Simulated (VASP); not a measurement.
**GaN: G0W0 quasiparticle levels with PBE**

The system is GaN.

```
Ga N
1.0
     0.00000    2.10852    2.10852
     2.10852    0.00000    2.10852
     2.10852    2.10852    0.00000
Ga N
1 1
Direct
  0.50000 0.50000 0.50000
  0.00000 0.00000 0.00000
```

* Program: VASP 6.6.1
* Task: G0W0 quasiparticle levels
* Functional: PBE
* Potentials or basis: VASP PAW PBE potentials, release 64 (Ga_d_GW, N_GW)
* Cutoff: 500 eV
* k mesh: 4 × 4 × 4
* Occupations: gaussian, width 0.01 eV
* Spin: no spin polarisation
* Dipole correction: no
* GW scheme: G0W0
* GW iterations: 1
* Cutoff of the response function: 60
* Frequency points: 48
* Empty bands: 90
* Further INCAR settings: ALGO = EVGW0; EDIFF = 1e-08; NBANDS = 99

| Property | Result |
| --- | --- |
| Band gap on the k mesh, mean-field level | 0.72 eV, indirect (least direct gap 2.80 eV) |
| Quasiparticle gap | 1.53 eV |
| Least direct quasiparticle gap | 3.48 eV |

Levels at points of the mesh, in eV from the valence-band top:
```
           k point  band 6  band 7  band 8  band 9  band 10  band 11  band 12  band 13
(0.00, 0.00, 0.00)  -13.91   -0.34   -0.34   -0.34     2.46    14.75    14.75    14.75
(0.50, 0.00, 0.00)  -13.78   -8.19    0.00    0.00     4.84     9.22     9.22     9.66
(0.50, 0.50, 0.00)  -10.89   -7.05   -2.91   -2.91     0.72     7.91    12.17    14.72
```

It took 80 s on 1 thread of AMD EPYC 9R45 (Zen 5) (shared host), peak memory 0.16 GiB.

Caveat: the k points lie up to 0.65 Å⁻¹ apart; bands, screening cutoff and mesh are small and nothing is extrapolated, so the quasiparticle values aren't converged. A k mesh can miss the band edges.
